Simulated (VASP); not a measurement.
# CsPbCl3 (Pm-3m) in VASP: a series of runs, part 2 of 2

VASP 6.6.1. Earlier steps stand in the parts before.

## Step 5: Relaxation of cell and atoms, PBEsol

This run uses another cell than the first one, of 35.22 Å³/atom, 0.875 times its volume.

INCAR

```
ALGO = Normal
EDIFF = 1E-6
EDIFFG = -0.01
ENCUT = 600
GGA = PS
IBRION = 2
ISIF = 3
ISMEAR = 0
LASPH = True
LCHARG = False
LREAL = False
LWAVE = False
NELM = 100
NSW = 80
PREC = Accurate
SIGMA = 0.01
```

KPOINTS

```
k-points
0
Gamma
  4 4 4
```

POSCAR

```
CsPbCl3
1.0
    5.6050000000      0.0000000000      0.0000000000
    0.0000000000      5.6050000000      0.0000000000
    0.0000000000      0.0000000000      5.6050000000
Cs Pb Cl
1 1 3
Direct
    0.0000000000      0.0000000000      0.0000000000
    0.5000000000      0.5000000000      0.5000000000
    0.5000000000      0.5000000000      0.0000000000
    0.0000000000      0.5000000000      0.5000000000
    0.5000000000      0.0000000000      0.5000000000
```

Potentials or basis: VASP PAW PBE potentials, release 64 (Cs_sv, Pb_d, Cl).

Started as:

```sh
> cat potpaw_PBE.64/Cs_sv/POTCAR potpaw_PBE.64/Pb_d/POTCAR potpaw_PBE.64/Cl/POTCAR > POTCAR
> mpirun -np 1 vasp_std > vasp.out
```

OUTCAR:

```text
EDIFF = 1E-6
   EDIFFG = -0.01
   ENCUT = 600
   GGA = PS
   IBRION = 2
   ISIF = 3
   ISMEAR = 0
   LASPH = True
   LREAL = False
   NELM = 100
   NSW = 80
   PREC = Accurate

 ion  position               nearest neighbor table
   1  0.000  0.000  0.000-
   2  0.500  0.500  0.500-   3 2.80   4 2.80   5 2.80   3 2.80   5 2.80   4 2.80
   3  0.500  0.500  0.000-   2 2.80   2 2.80
   4  0.000  0.500  0.500-   2 2.80   2 2.80
   5  0.500  0.000  0.500-   2 2.80   2 2.80

  LATTYP: Found a simple cubic cell.
 ALAT       =     5.6050000000

  Lattice vectors:

 A1 = (   5.6050000000,   0.0000000000,   0.0000000000)
 A2 = (   0.0000000000,   5.6050000000,   0.0000000000)
 A3 = (   0.0000000000,   0.0000000000,   5.6050000000)

Analysis of symmetry for initial positions (statically):
=====================================================================
 Subroutine PRICEL returns:
[... 172 lines left out ...]
  Total        0.3052493      0.3052493      0.3052493     -0.0000000      0.0000000     -0.0000000
  in kB        2.7773994      2.7773994      2.7773994     -0.0000000      0.0000000     -0.0000000
  external PRESSURE =       2.7773994 kB  Pullay stress =       0.0000000 kB
[... 65 lines left out ...]
--------------------------------------- Ionic step        3  -------------------------------------------

 number of electron      43.9999993 magnetization

 Free energy of the ion-electron system (eV)
  ---------------------------------------------------
  ext. energy  EPLUGINS =         0.00000000
  ---------------------------------------------------
  free energy    TOTEN  =       -18.36012047 eV

  energy without entropy =      -18.36012047  energy(sigma->0) =      -18.36012047

 E-fermi :   1.6845     XC(G=0):  -7.9621

 val. band max:        1.5816472657   @ k =   0.5000   0.5000   0.5000
 cond. band min:       3.4294918164   @ k =   0.5000   0.5000   0.5000
 fundamental gap:      1.8478445507
 Fermi energy:         1.6844518229

 k-point     1 :       0.0000    0.0000    0.0000
  band No.  band energies     occupation
      1     -19.7095      2.00000
      2     -15.1477      2.00000
      3     -15.1477      2.00000
      4     -14.9098      2.00000
      5     -14.9098      2.00000
      6     -14.9098      2.00000
[... 311 lines left out ...]
  FREE ENERGIE OF THE ION-ELECTRON SYSTEM (eV)
  ---------------------------------------------------
  free  energy   TOTEN  =       -18.3601204744 eV

  energy  without entropy=      -18.3601204744  energy(sigma->0) =      -18.36012047

 reached required accuracy - stopping structural energy minimisation
```

OSZICAR:

```text
N       E                     dE             d eps       ncg     rms          rms(c)
DAV:   1     0.450483442554E+03    0.45048E+03   -0.20942E+04   520   0.172E+03
DAV:   2     0.406109479677E+02   -0.40987E+03   -0.39840E+03   636   0.374E+02
DAV:   3    -0.162263979665E+02   -0.56837E+02   -0.55737E+02   650   0.144E+02
[... 22 lines left out ...]
DAV:   2    -0.183602504867E+02    0.76652E-03   -0.17083E-03   684   0.418E-01    0.553E-02
DAV:   3    -0.183601300803E+02    0.12041E-03   -0.45379E-04   658   0.223E-01    0.260E-02
DAV:   4    -0.183601242701E+02    0.58102E-05   -0.15683E-05   790   0.342E-02    0.142E-02
DAV:   5    -0.183601212307E+02    0.30394E-05   -0.30133E-06   498   0.179E-02    0.362E-03
DAV:   6    -0.183601204744E+02    0.75633E-06   -0.34480E-07   280   0.546E-03
   3 F= -.18360120E+02 E0= -.18360120E+02  d E =-.168614E-02
```

CONTCAR:

```text
CsPbCl3
   1.00000000000000
     5.6244958780552903    0.0000000000000000   -0.0000000000000000
    -0.0000000000000000    5.6244958780552903    0.0000000000000000
    -0.0000000000000000    0.0000000000000000    5.6244958780552903
  Cs              Pb              Cl
     1     1     3
Direct
     0.0000000000000000    0.0000000000000000    0.0000000000000000
     0.5000000000000000    0.5000000000000000    0.5000000000000000
     0.5000000000000000    0.5000000000000000    0.0000000000000000
     0.0000000000000000    0.5000000000000000    0.5000000000000000
     0.5000000000000000    0.0000000000000000    0.5000000000000000

  0.00000000E+00  0.00000000E+00  0.00000000E+00
  0.00000000E+00  0.00000000E+00  0.00000000E+00
  0.00000000E+00  0.00000000E+00  0.00000000E+00
  0.00000000E+00  0.00000000E+00  0.00000000E+00
  0.00000000E+00  0.00000000E+00  0.00000000E+00
```

It took 84 s on 1 thread of Intel Xeon 6975P-C (Granite Rapids), shared host; peak memory 0.36 GiB.

Results:

```yaml
Free_energy: -18.3601 eV
Relaxed_volume: 35.59 Å³/atom
Relaxed_cell: a = 5.624 Å, b = 5.624 Å, c = 5.624 Å, α = 90.00°, β = 90.00°, γ = 90.00°
Space_group_after_relaxing_to_0.05_Å: Pm-3m (No. 221)
Energy_gained_by_relaxing: 0.3 meV/atom
Ionic_steps: 3
Pressure_after_relaxing: 0.0 GPa
Band_gap_on_the_k_mesh: 1.85 eV, direct
```

The path:
| step | energy change (eV) | largest force (eV/Å) | pressure (GPa) | volume (Å³) |
| --- | --- | --- | --- | --- |
| 1 | 0.0000 | 0.0000 | 0.28 | 176.09 |
| 2 | -0.0016 | 0.0000 | 0.05 | 177.65 |
| 3 | -0.0017 | 0.0000 | 0.01 | 177.93 |

Final structure:
```
Cs Pb Cl
1.0
     5.62450    0.00000    0.00000
     0.00000    5.62450    0.00000
     0.00000    0.00000    5.62450
Cs Pb Cl
1 1 3
Direct
  0.00000 0.00000 0.00000
  0.50000 0.50000 0.50000
  0.50000 0.50000 0.00000
  0.00000 0.50000 0.50000
  0.50000 0.00000 0.50000
```

Levels at points of the mesh, in eV from the valence-band top:
```
           k point  band 20  band 21  band 22  band 23  band 24  band 25
(0.00, 0.00, 0.00)    -2.45    -2.45    -2.45     3.26     4.28     4.28
(0.50, 0.00, 0.00)    -2.56    -2.56    -1.65     2.94     4.64     5.19
(0.50, 0.50, 0.00)    -2.68    -2.14    -0.80     2.44     2.44     4.86
(0.50, 0.50, 0.50)    -2.13    -2.13     0.00     1.85     1.85     1.85
```

Caveat: the PAW data sets were made with another functional, which shifts forces and pressure a little; spin-orbit coupling is left out, which moves the levels of the heavy elements.

## Step 6: Summary

| task | level | cell | cutoff (eV) | gap on the mesh (eV) | pressure (GPa) | relaxed volume (Å³/atom) |
| --- | --- | --- | --- | --- | --- | --- |
| single point | RPBE | a = 5.861 Å, 5 atoms | 520 | 2.55 | 0.0 | - |
| relaxation of cell and atoms | RPBE | relaxed from a = 5.605 Å, 5 atoms | 600 | 2.55 | 0.0 | 40.24 |
| single point | PBEsol | a = 5.625 Å, 5 atoms | 520 | 1.85 | 0.0 | - |
| relaxation of cell and atoms | PBEsol | relaxed from a = 5.605 Å, 5 atoms | 600 | 1.85 | 0.0 | 35.59 |

Alike in all rows: potentials or basis VASP PAW PBE potentials, release 64 (Cs_sv, Pb_d, Cl); no spin polarisation; k mesh 4 × 4 × 4; smearing gaussian 0.01 eV.

Caveats: the PAW data sets were made with another functional, which shifts forces and pressure a little; spin-orbit coupling is left out, which moves the levels of the heavy elements; the volume moved by +14 % from the deposited cell, more than functionals usually miss (some runs).

Total energies depend on the potentials used, so only differences within one code and one set of settings carry meaning.
